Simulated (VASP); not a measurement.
A run of VASP 6.6.1:

Contents of INCAR:

```
SYSTEM = Cu
PREC     = Accurate       ! precision mode
ENCUT    = 600            ! plane-wave cutoff, eV
EDIFF    = 1E-6           ! SCF threshold, eV
ISMEAR   = -1             ! smearing method
SIGMA    = 0.1            ! smearing width, eV
LREAL    = .False.        ! projectors in reciprocal space
LASPH    = .True.         ! aspherical terms in the spheres
NELM     = 60             ! most SCF steps
ALGO     = Normal         ! electronic algorithm
ISIF     = 3              ! what is computed and relaxed
LWAVE    = .False.        ! write WAVECAR
LCHARG   = .False.        ! write CHGCAR
IBRION   = 2              ! ionic algorithm
NSW      = 80             ! ionic steps
EDIFFG   = -0.01          ! ionic threshold
```

Contents of KPOINTS:

```
Automatic mesh
0
Gamma
  13 13 13
  0 0 0
```

The input POSCAR:

```
Cu
1.0
    2.3364585681      0.0000000000      0.0000000000
    0.0000000000      2.3364585681      0.0000000000
    0.0000000000      0.0000000000      2.3364585681
Cu
1
Direct
    0.0000000000      0.0000000000      0.0000000000
```

Potentials or basis: VASP PAW LDA potentials, release 64 (Cu).

The run is started by

```console
$ cat potpaw_LDA.64/Cu/POTCAR > POTCAR
$ mpirun -np 1 vasp_std > vasp.out
```

Hardware: 1 thread of AMD EPYC 7R13 (shared host).

How long does it take, and how much memory?

Run time: 30 s on 1 thread of AMD EPYC 7R13 (shared host), peak memory 0.1 GiB. Counts: scf iterations 22, k points 84, ion steps 3.
